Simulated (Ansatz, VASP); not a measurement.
## Sr in VASP and in Ansatz

Contents of INCAR:

```
SYSTEM = Sr
PREC = Accurate
ENCUT = 520
EDIFF = 1E-6
ISMEAR = 0
SIGMA = 0.1
LREAL = .False.
LASPH = .True.
NELM = 100
ALGO = Normal
ISIF = 2
LWAVE = .False.
LCHARG = .False.
GGA = PE
NBANDS = 17
```

Contents of KPOINTS:

```
Automatic mesh
0
Gamma
  10 10 8
  0 0 0
```

POSCAR

```
Sr
1.0
   -3.6911008516      3.6667790859      2.0316359037
    3.6698008137     -3.6738117360      2.0054690142
    3.7652280172      3.7479389016     -2.0445340305
Sr
2
Direct
    0.7777879164      0.2736153570      0.5086594435
   -0.0277879164     -0.0236153570     -0.0086594435
```

Input for Ansatz:

```yaml
crystal:
  lattice:
    - [-3.6911008516, 3.6667790859, 2.0316359037]
    - [3.6698008137, -3.673811736, 2.0054690142]
    - [3.7652280172, 3.7479389016, -2.0445340305]
  atoms:
    - { symbol: Sr, position: [0.7777879164, 0.273615357, 0.5086594435] }
    - { symbol: Sr, position: [-0.0277879164, -0.023615357, -0.0086594435] }
basis:
  ecutwfc: 420
kpoints:
  mp_grid: { grid: [10, 10, 8] }
hamiltonian:
  xc: pbe
scf:
  occupations: { method: gaussian, width: 0.1 }
output:
  forces: true
  stress: true
  eigenvalues: true
  populations: true
```

Change from the starting cell: all atoms moved at random, cell strained at random.

Alike in both runs: task single point; functional PBE; k mesh 10 × 10 × 8; occupations gaussian, width 0.1 eV; no spin polarisation.

|  | VASP | Ansatz |
| --- | --- | --- |
| version | VASP 6.6.1 | Ansatz 0.2.0 |
| potentials or method | VASP PAW PBE potentials, release 64 (Sr_sv), cutoff 520 eV | scalar-relativistic, plane waves, PAW |
| valence electrons in the cell | 20 | 20 |

|  | VASP | Ansatz | Ansatz less VASP |
| --- | --- | --- | --- |
| gap on the k mesh at the Fermi level (eV) | none | none | - |
| pressure (GPa) | 0.0 | 0.0 | 0.00 |
| traceless stress, the component that is largest in VASP (GPa) | 0.40 | 0.40 | -0.001 |
| rms of the force components (eV/Å) | 0.117 | 0.116 | -0.0006 |

Atom by atom the forces differ by 0.001 eV/Å (rms over components). A gap of «none» marks a metal or a gap that the smearing closes.
